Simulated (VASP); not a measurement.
A run of VASP 6.6.1:

The input INCAR:

```
PREC = Accurate
ENCUT = 600
EDIFF = 1E-6
ISMEAR = 0
SIGMA = 0.1
LREAL = F
LASPH = T
NELM = 120
ALGO = Normal
ISIF = 2
LWAVE = F
LCHARG = F
GGA = PE
NBANDS = 15
GGA_COMPAT = F
```

Contents of KPOINTS:

```
Automatic mesh
0
Gamma
  6 6 6
```

Contents of POSCAR:

```
SrO
1.0
    3.5811785955      0.0000000000      0.0000000000
    0.0000000000      3.5811785955      0.0000000000
    0.0000000000      0.0000000000      3.5811785955
Sr O
1 1
Direct
    0.0000000000      0.0000000000      0.0000000000
    0.5000000000      0.5000000000      0.5000000000
```

Potentials or basis: VASP PAW PBE potentials, release 64 (Sr_sv, O).

Run with:

```console
$ cat potpaw_PBE.64/Sr_sv/POTCAR potpaw_PBE.64/O/POTCAR > POTCAR
$ mpirun -np 1 vasp_std > vasp.out
```

Hardware: 1 thread of Intel Xeon 6975P-C (shared host).

Estimate the wall time of this run.

Wall time 17 s on 1 thread of Intel Xeon 6975P-C (shared host), peak memory 0.17 GiB. Counts: scf iterations 13, k points 20.
